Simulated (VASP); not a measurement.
Wanted: the native input for a VASP 6.6.1 run.

* Task: single point
* Functional: PBE
* Potentials or basis: VASP PAW PBE potentials, release 64 (Fe)
* Cutoff: 520 eV
* k mesh: 12 × 12 × 12
* Occupations: fermi-dirac, width 0.1 eV
* Spin: collinear spin, ferromagnetic start
* Starting moments: [0.36] μB
* Fixed moment: 0.36 μB
* Dipole correction: no
* Further INCAR settings: ALGO = Normal; EDIFF = 1e-06; NBANDS = 14

The structure of Fe lies in POSCAR:

```
Fe
1.0
    0.0000000000      1.7775000000      1.7775000000
    1.7775000000      0.0000000000      1.7775000000
    1.7775000000      1.7775000000      0.0000000000
Fe
1
Direct
    0.0000000000      0.0000000000      0.0000000000
```

These files were run (other wordings do the same):

INCAR

```
SYSTEM = Fe
  PREC = Accurate
  ENCUT = 520
  EDIFF = 1E-6
  ISMEAR = -1
  SIGMA = 0.1
  LREAL = .FALSE.
  LASPH = .TRUE.
  NELM = 150
  ALGO = Normal
  ISIF = 2
  LWAVE = .FALSE.
  LCHARG = .TRUE.
  ISPIN = 2
  MAGMOM = 0.36
  LORBIT = 11
  NUPDOWN = 0.36
  LMAXMIX = 4
  GGA = PE
  LELF = .TRUE.
  LVHAR = .TRUE.
  NBANDS = 14
```

KPOINTS

```
Automatic mesh
0
G
  12 12 12
  0 0 0
```

Potentials or basis: VASP PAW PBE potentials, release 64 (Fe).

The run is started by

```console
$ cat potpaw_PBE.64/Fe/POTCAR > POTCAR
$ mpirun -np 1 vasp_std > vasp.out
```

Results of the run:

```yaml
Pressure: -19.7 GPa
Net_moment: 0.36 μB per cell
Site_moments: Fe +0.36 μB
Valence_electrons_inside_the_program's_atomic_spheres: Fe 7.28
```

Caveat: the total moment is fixed, so each spin has its own Fermi level.

Run time: 15 s on 1 thread of Intel(R) Xeon(R) Platinum 8488C (Sapphire Rapids), with other jobs on the host, peak memory 0.14 GiB.
